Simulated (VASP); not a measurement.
Set up this calculation in VASP 6.6.1, as the native input.

```yaml
Task: single point
Functional: PBE
Potentials_or_basis: VASP PAW PBE potentials, release 64 (Tl_d)
Cutoff: 520 eV
k_mesh: 14 × 14 × 14
Occupations: fermi-dirac, width 0.08 eV
Spin: no spin polarisation
Dipole_correction: no
Further_INCAR_settings: ALGO = Normal; EDIFF = 1e-06; NBANDS = 12
```

The structure of Tl lies in POSCAR:

```
Tl
1.0
    0.0000000000      2.4975714861      2.4975714861
    2.4975714861      0.0000000000      2.4975714861
    2.4975714861      2.4975714861      0.0000000000
Tl
1
Direct
    0.0000000000      0.0000000000      0.0000000000
```

The input as run:

INCAR

```
PREC = Accurate
ENCUT = 520
EDIFF = 1E-6
ISMEAR = -1
SIGMA = 0.08
LREAL = F
LASPH = T
NELM = 60
ALGO = Normal
ISIF = 2
LWAVE = F
LCHARG = F
GGA = PE
NBANDS = 12
```

KPOINTS

```
regular mesh
0
Gamma
  14 14 14
```

Potentials or basis: VASP PAW PBE potentials, release 64 (Tl_d).

The run is started by

```bash
$ cat potpaw_PBE.64/Tl_d/POTCAR > POTCAR
$ mpirun -np 1 vasp_std > vasp.out
```

It gave:

```yaml
Pressure: 0.0 GPa
```

Wall time 67 s on 1 thread of AMD EPYC 7R13 (shared host), peak memory 0.15 GiB.
